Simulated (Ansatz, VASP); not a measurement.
## BN: VASP beside Ansatz

POSCAR

```
BN
1.0
    2.5008381060      0.0000000000      0.0000000000
   -1.2504190530      2.1657893305      0.0000000000
    0.0000000000      0.0000000000      6.8931301039
B N
2 2
Direct
    0.3333333333      0.6666666667      0.2500000000
    0.6666666667      0.3333333333      0.7500000000
    0.6666666667      0.3333333333      0.2500000000
    0.3333333333      0.6666666667      0.7500000000
```

The input INCAR.step1:

```
SYSTEM = BN
PREC     = Accurate       ! precision mode
ENCUT    = 520            ! plane-wave cutoff, eV
ISMEAR   = 0              ! smearing method
SIGMA    = 0.01           ! smearing width, eV
LREAL    = .FALSE.        ! projectors in reciprocal space
LASPH    = .TRUE.         ! aspherical terms in the spheres
NELM     = 100            ! most SCF steps
NBANDS   = 16             ! bands
GGA      = PE             ! functional
ALGO     = Normal         ! electronic algorithm
EDIFF    = 1E-4           ! SCF threshold, eV
LWAVE    = .TRUE.         ! write WAVECAR
LCHARG   = .FALSE.        ! write CHGCAR
```

Contents of INCAR.step2:

```
SYSTEM = BN
PREC     = Accurate       ! precision mode
ENCUT    = 520            ! plane-wave cutoff, eV
EDIFF    = 1E-7           ! SCF threshold, eV
ISMEAR   = 0              ! smearing method
SIGMA    = 0.01           ! smearing width, eV
LREAL    = .FALSE.        ! projectors in reciprocal space
LASPH    = .TRUE.         ! aspherical terms in the spheres
NELM     = 100            ! most SCF steps
ALGO     = Normal         ! electronic algorithm
ISIF     = 2              ! what is computed and relaxed
LWAVE    = .FALSE.        ! write WAVECAR
LCHARG   = .FALSE.        ! write CHGCAR
METAGGA  = R2SCAN         ! meta-GGA
LMIXTAU  = .TRUE.       
NBANDS   = 16             ! bands
ISTART   = 1
```

File KPOINTS:

```
regular mesh
0
G
  12 12 4
  0 0 0
```

Input for Ansatz:

```yaml
crystal:
  lattice:
    - [2.500838106, 0.0, 0.0]
    - [-1.250419053, 2.1657893305, 0.0]
    - [0.0, 0.0, 6.8931301039]
  atoms:
    - { symbol: B, position: [0.3333333333, 0.6666666667, 0.25] }
    - { symbol: B, position: [0.6666666667, 0.3333333333, 0.75] }
    - { symbol: "N", position: [0.6666666667, 0.3333333333, 0.25] }
    - { symbol: "N", position: [0.3333333333, 0.6666666667, 0.75] }
kpoints:
  mp_grid: { grid: [12, 12, 4] }
  band_path:
    path:
      - [0.0, 0.0, 0.0]
      - [0.5, 0.0, 0.0]
      - [0.3333333333, 0.3333333333, 0.0]
      - [0.0, 0.0, 0.5]
      - [0.5, 0.0, 0.5]
      - [0.3333333333, 0.3333333333, 0.5]
      - [0.0, 0.5, 0.0]
    npoints: 1
hamiltonian:
  xc: r2scan
scf:
  occupations: { method: fixed }
  n_extra_bands: 5
output:
  forces: true
  stress: true
  eigenvalues: true
```

Alike in both runs: task single point; functional r2SCAN; k mesh 12 × 12 × 4; no spin polarisation.

```csv
,VASP,Ansatz
version,VASP 6.6.1,Ansatz 0.2.0
potentials or method,"VASP PAW PBE potentials, release 64 (B, N)","plane waves, PAW"
plane-wave cutoff (eV),520,500
occupations,"gaussian, width 0.01 eV",fixed
valence electrons in the cell,16,16
```

Ansatz gave:

* gap on the k mesh at the Fermi level (eV): 4.89
* pressure (GPa): 0.0
* traceless stress, the component that is largest in VASP (GPa): -0.03

Question: Which values does VASP return?

Answer: gap on the k mesh at the Fermi level (eV): 4.93; pressure (GPa): 0.4; traceless stress, the component that is largest in VASP (GPa): -0.69.

VASP's potentials were made for PBE, not for r2SCAN.
